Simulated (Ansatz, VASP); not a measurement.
**Two plane-wave programs on Cu**

```
Cu
1.0
     0.00000    1.75897    1.75897
     1.75897    0.00000    1.75897
     1.75897    1.75897    0.00000
Cu
1
Direct
  0.00000 0.00000 0.00000
```

Alike in both runs: functional LDA; k mesh 20 × 20 × 20; occupations gaussian, width 0.1 eV; no spin polarisation.

Ansatz relaxed the structure, and its values are those at the end. VASP's run is a single point on that final structure, the one shown.

```csv
,VASP,Ansatz
version,VASP 6.6.1,Ansatz 0.2.0
potentials or method,"VASP PAW LDA potentials, release 64 (Cu), cutoff 600 eV","scalar-relativistic, plane waves, PAW"
valence electrons in the cell,11,19
```

|  | VASP | Ansatz | Ansatz less VASP |
| --- | --- | --- | --- |
| gap on the k mesh at the Fermi level (eV) | none | none | - |
| pressure (GPa) | 1.0 | 0.0 | -0.98 |

Ansatz warns that its potentials were made for another functional, while VASP's fit it. LDA's correlation is that of Perdew and Zunger in VASP and of Perdew and Wang (1992) in Ansatz. A gap of «none» marks a metal or a gap that the smearing closes. VASP's potentials hold 11 valence electrons a cell and Ansatz's 19, so a difference there can come from the potentials and not from the codes.
